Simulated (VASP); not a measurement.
Write the native input for VASP 6.6.1 that does the following.

```yaml
Task: single point
Functional: PBE
Potentials_or_basis: VASP PAW PBE potentials, release 64 (Hf_pv, Si)
Cutoff: 520 eV
k_mesh: 8 × 8 × 8
Occupations: gaussian, width 0.1 eV
Spin: no spin polarisation
Dipole_correction: no
Further_INCAR_settings: ALGO = Fast; EDIFF = 1e-06; NBANDS = 30
```

The structure of Hf4Si lies in POSCAR:

```
Hf4Si
1.0
   -3.4803393810      3.4803393810      2.1030231465
    3.4803393810     -3.4803393810      2.1030231465
    3.4803393810      3.4803393810     -2.1030231465
Hf Si
4 1
Direct
    0.8007439388      0.3889635905      0.1897075293
    0.6110364095      0.8007439388      0.4117803483
    0.3889635905      0.1992560612      0.5882196517
    0.1992560612      0.6110364095      0.8102924707
    0.0000000000      0.0000000000      0.0000000000
```

The input as run:

INCAR

```
PREC = Accurate
ENCUT = 520
EDIFF = 1E-6
ISMEAR = 0
SIGMA = 0.1
LREAL = False
LASPH = True
NELM = 60
ALGO = Fast
ISIF = 2
LWAVE = False
LCHARG = True
GGA = PE
LELF = True
LVHAR = True
NBANDS = 30
```

KPOINTS

```
regular mesh
0
Gamma
  8 8 8
```

Potentials or basis: VASP PAW PBE potentials, release 64 (Hf_pv, Si).

Command:

```console
$ cat potpaw_PBE.64/Hf_pv/POTCAR potpaw_PBE.64/Si/POTCAR > POTCAR
$ mpirun -np 1 vasp_std > vasp.out
```

It gave:

| Item | Value |
| --- | --- |
| Pressure | -0.4 GPa |
| Largest force | 0.010 eV/Å |
| Band gap on the k mesh | zero (bands 22 and 23 overlap by 0.51 eV) |

Caveat: spin-orbit coupling is left out, which moves the levels of the heavy elements.

It took 8.5 min on 1 thread of Intel Xeon 8259CL, on a shared host, peak memory 0.37 GiB.
